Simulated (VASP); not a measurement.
# TlBr (Pm-3m) in VASP: notebook, part 2 of 2

VASP 6.6.1. The steps go on from the part before.

## (5) Relaxation of cell and atoms, PBE, non-collinear spin, zero start, spin-orbit coupling

INCAR reads:

```
SYSTEM = TlBr
ALGO     = Normal         ! electronic algorithm
EDIFF    = 1E-7           ! SCF threshold, eV
EDIFFG   = -0.005         ! ionic threshold
ENCUT    = 500            ! plane-wave cutoff, eV
GGA      = PE             ! functional
GGA_COMPAT= .FALSE.      
IBRION   = 2              ! ionic algorithm
ISIF     = 3              ! what is computed and relaxed
ISMEAR   = -1             ! smearing method
LASPH    = .TRUE.         ! aspherical terms in the spheres
LCHARG   = .FALSE.        ! write CHGCAR
LORBIT   = 11             ! projections on sites
LORBMOM  = .TRUE.       
LREAL    = .FALSE.        ! projectors in reciprocal space
LSORBIT  = .TRUE.         ! spin-orbit coupling
LWAVE    = .FALSE.        ! write WAVECAR
MAGMOM   = 0 0 0 0 0 0    ! initial moments
NELM     = 200            ! most SCF steps
NELMIN   = 4            
NSW      = 30             ! ionic steps
PREC     = Accurate       ! precision mode
SIGMA    = 0.02           ! smearing width, eV
```

KPOINTS reads:

```
k-points
0
G
  7 7 7
  0 0 0
```

POSCAR reads:

```
TlBr
1.0
    4.0527484318      0.0000000000      0.0000000000
    0.0000000000      4.0527484318      0.0000000000
    0.0000000000      0.0000000000      4.0527484318
Tl Br
1 1
Direct
    0.0000000000      0.0000000000      0.0000000000
    0.5000000000      0.5000000000      0.5000000000
```

Potentials or basis: VASP PAW PBE potentials, release 64 (Tl_d, Br).

On the command line:

```sh
cat potpaw_PBE.64/Tl_d/POTCAR potpaw_PBE.64/Br/POTCAR > POTCAR
mpirun -np 1 vasp_ncl > vasp.out
```

OUTCAR:

```text
SYSTEM = TlBr
   EDIFF = 1E-7
   EDIFFG = -0.005
   ENCUT = 500
   GGA = PE
   IBRION = 2
   ISIF = 3
   ISMEAR = -1
   LASPH = .TRUE.
   LORBIT = 11
   LREAL = .FALSE.
   LSORBIT = .TRUE.
   NELM = 200
   NELMIN = 4
   NSW = 30
   PREC = Accurate

 ion  position               nearest neighbor table
   1  0.000  0.000  0.000-
   2  0.500  0.500  0.500-

  LATTYP: Found a simple cubic cell.
 ALAT       =     4.0527484318

  Lattice vectors:

 A1 = (   4.0527484318,   0.0000000000,   0.0000000000)
 A2 = (   0.0000000000,   4.0527484318,   0.0000000000)
 A3 = (   0.0000000000,   0.0000000000,   4.0527484318)

Analysis of symmetry for initial positions (statically):
=====================================================================
 Subroutine PRICEL returns:
 Original cell was already a primitive cell.

[... 970 lines left out ...]
    -0.0387627    -0.0096907     0.0000000    -0.0096907     0.0000000
 l=   3
     0.0000000     0.0000000     0.0000000     0.0000000     0.0000000     0.0000000     0.0000000
     0.0000000     0.0000000     0.0000000     0.0000000     0.0000000     0.0000000     0.0000000
     0.0000000     0.0000000     0.0000000     0.0000000     0.0000000     0.0000000     0.0000000
     0.0000000     0.0000000     0.0000000     0.0000000     0.0000000     0.0000000     0.0000000
     0.0000000     0.0000000     0.0000000     0.0000000     0.0000000     0.0000000     0.0000000
     0.0000000     0.0000000     0.0000000     0.0000000     0.0000000     0.0000000     0.0000000
     0.0000000     0.0000000     0.0000000     0.0000000     0.0000000     0.0000000     0.0000000

 Ion:    2  E_soc:     -0.0606343
 l=   1
     0.0000000    -0.0101058    -0.0101058
    -0.0101058     0.0000000    -0.0101058
    -0.0101058    -0.0101058     0.0000000
 l=   2
     0.0000000    -0.0000004     0.0000000    -0.0000004     0.0000004
    -0.0000004     0.0000000     0.0000003    -0.0000004     0.0000001
     0.0000000     0.0000003     0.0000000     0.0000003     0.0000000
    -0.0000004    -0.0000004     0.0000003     0.0000000     0.0000001
     0.0000004     0.0000001     0.0000000     0.0000001     0.0000000
 l=   3
     0.0000000     0.0000000     0.0000000     0.0000000     0.0000000     0.0000000     0.0000000
     0.0000000     0.0000000     0.0000000     0.0000000     0.0000000     0.0000000     0.0000000
     0.0000000     0.0000000     0.0000000     0.0000000     0.0000000     0.0000000     0.0000000
     0.0000000     0.0000000     0.0000000     0.0000000     0.0000000     0.0000000     0.0000000
     0.0000000     0.0000000     0.0000000     0.0000000     0.0000000     0.0000000     0.0000000
     0.0000000     0.0000000     0.0000000     0.0000000     0.0000000     0.0000000     0.0000000
     0.0000000     0.0000000     0.0000000     0.0000000     0.0000000     0.0000000     0.0000000

 total charge

# of ion       s       p       d       tot
------------------------------------------
    1        1.308   0.126   9.666  11.101
    2        1.614   3.219   0.006   4.839
--------------------------------------------------
tot          2.923   3.346   9.671  15.940

 magnetization (x)

# of ion       s       p       d       tot
------------------------------------------
    1        0.000   0.000  -0.000   0.000
    2        0.000   0.000   0.000   0.000
--------------------------------------------------
tot          0.000   0.000  -0.000   0.000

 magnetization (y)

# of ion       s       p       d       tot
------------------------------------------
    1        0.000   0.000  -0.000   0.000
    2        0.000   0.000   0.000   0.000
--------------------------------------------------
tot          0.000   0.000  -0.000   0.000

 magnetization (z)

# of ion       s       p       d       tot
------------------------------------------
    1        0.000   0.000  -0.000   0.000
    2        0.000  -0.000   0.000  -0.000
--------------------------------------------------
tot          0.000  -0.000  -0.000  -0.000
```

OSZICAR:

```text
N       E                     dE             d eps       ncg     rms          rms(c)
DAV:   1     0.110629683070E+03    0.11063E+03   -0.94011E+03  1136   0.121E+03
[... 26 lines left out ...]
DAV:   2    -0.575852437779E+01    0.11554E-02   -0.22996E-03  1128   0.376E-01    0.681E-02
DAV:   3    -0.575835358247E+01    0.17080E-03   -0.64916E-04  1136   0.203E-01    0.485E-02
DAV:   4    -0.575835265639E+01    0.92608E-06   -0.10439E-05  1132   0.260E-02    0.275E-02
DAV:   5    -0.575835323940E+01   -0.58301E-06   -0.23079E-06  1240   0.117E-02    0.610E-03
DAV:   6    -0.575835338278E+01   -0.14338E-06   -0.54973E-07  1188   0.562E-03    0.191E-03
DAV:   7    -0.575835332336E+01    0.59414E-07   -0.33102E-08   584   0.157E-03
   3 F= -.57583533E+01 E0= -.57583533E+01  d E =-.220847E-03  mag=    -0.0000    -0.0000     0.0000
```

CONTCAR:

```text
TlBr
   1.00000000000000
     4.0433344797372142    0.0000000000000000    0.0000000000000000
    -0.0000000000000000    4.0433344797372142   -0.0000000000000000
    -0.0000000000000000   -0.0000000000000000    4.0433344797372142
  Tl              Br
     1     1
Direct
     0.0000000000000000    0.0000000000000000    0.0000000000000000
     0.5000000000000000    0.5000000000000000    0.5000000000000000

  0.00000000E+00  0.00000000E+00  0.00000000E+00
  0.00000000E+00  0.00000000E+00  0.00000000E+00
```

It took 86 s on 1 thread of Intel Xeon 6975P-C (Granite Rapids), shared host; peak memory 0.3 GiB.

Results:

```yaml
Free_energy: -5.7584 eV
Relaxed_volume: 33.05 Å³/atom
Relaxed_cell: a = 4.043 Å, b = 4.043 Å, c = 4.043 Å, α = 90.00°, β = 90.00°, γ = 90.00°
Space_group_after_relaxing_to_0.1_Å: Pm-3m (No. 221)
Energy_gained_by_relaxing: 0.1 meV/atom
Ionic_steps: 3
Pressure_after_relaxing: 0.0 GPa
Net_moment: 0.00 μB per cell
Valence_electrons_inside_the_program's_atomic_spheres: Tl 11.10; Br 4.84
```

Step by step:
| step | energy change (eV) | largest force (eV/Å) | pressure (GPa) | volume (Å³) |
| --- | --- | --- | --- | --- |
| 1 | 0.0000 | 0.0000 | -0.14 | 66.57 |
| 2 | -0.0002 | 0.0000 | -0.06 | 66.28 |
| 3 | -0.0002 | 0.0000 | -0.01 | 66.10 |

Final structure:
```
CELL_PARAMETERS angstrom
4.04333 0.00000 0.00000
0.00000 4.04333 0.00000
0.00000 0.00000 4.04333
ATOMIC_POSITIONS crystal
Tl 0.00000 0.00000 0.00000
Br 0.50000 0.50000 0.50000
```

Moments on the atoms (μB; x, y, z):
```
Tl  0.00 0.00 0.00
Br  0.00 0.00 0.00
```

## (6) The runs side by side

| task | spin | cell | pressure (GPa) | moment (μB) | relaxed volume (Å³/atom) |
| --- | --- | --- | --- | --- | --- |
| relaxation of cell and atoms | off | relaxed from a = 4.053 Å, 2 atoms | 0.0 | - | 33.25 |
| single point | non-collinear, zero start, SOC | a = 4.042 Å, 2 atoms | 0.0 | 0.00 | - |
| single point | non-collinear, zero start, SOC | a = 4.053 Å, 2 atoms | -0.1 | 0.00 | - |
| relaxation of cell and atoms | non-collinear, zero start, SOC | relaxed from a = 4.053 Å, 2 atoms | 0.0 | 0.00 | 33.05 |

Alike in all rows: level PBE; potentials or basis VASP PAW PBE potentials, release 64 (Tl_d, Br); k mesh 7 × 7 × 7; cutoff (eV) 500; smearing fermi-dirac 0.02 eV.

Total energies depend on the potentials used, so only differences within one code and one set of settings carry meaning.
